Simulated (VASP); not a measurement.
Set up this calculation in VASP 6.6.1, as the native input.

- Task: single point
- Functional: LDA
- Potentials or basis: VASP PAW LDA potentials, release 64 (Li_sv)
- Cutoff: 520 eV
- k mesh: 16 × 16 × 16
- Occupations: fermi-dirac, width 0.08 eV
- Spin: no spin polarisation
- Dipole correction: no
- Further INCAR settings: ALGO = Normal; EDIFF = 1e-06; NBANDS = 8

The structure of Li lies in POSCAR:

```
Li
1.0
   -1.4787736371      1.4787736371      1.4787736371
    1.4787736371     -1.4787736371      1.4787736371
    1.4787736371      1.4787736371     -1.4787736371
Li
1
Direct
    0.0000000000      0.0000000000      0.0000000000
```

This cell differs from its parent crystal: volume scaled by 0.68.

One way to write it, as run:

INCAR

```
PREC = Accurate
ENCUT = 520
EDIFF = 1E-6
ISMEAR = -1
SIGMA = 0.08
LREAL = F
LASPH = T
NELM = 100
ALGO = Normal
ISIF = 2
LWAVE = F
LCHARG = T
LELF = T
LVHAR = T
NBANDS = 8
```

KPOINTS

```
regular mesh
0
Gamma
  16 16 16
```

Potentials or basis: VASP PAW LDA potentials, release 64 (Li_sv).

Run with:

```console
$ cat potpaw_LDA.64/Li_sv/POTCAR > POTCAR
$ mpirun -np 1 vasp_std > vasp.out
```

Run time: 25 s on 1 thread of AMD EPYC 7R13, with other jobs on the host, peak memory 0.09 GiB.
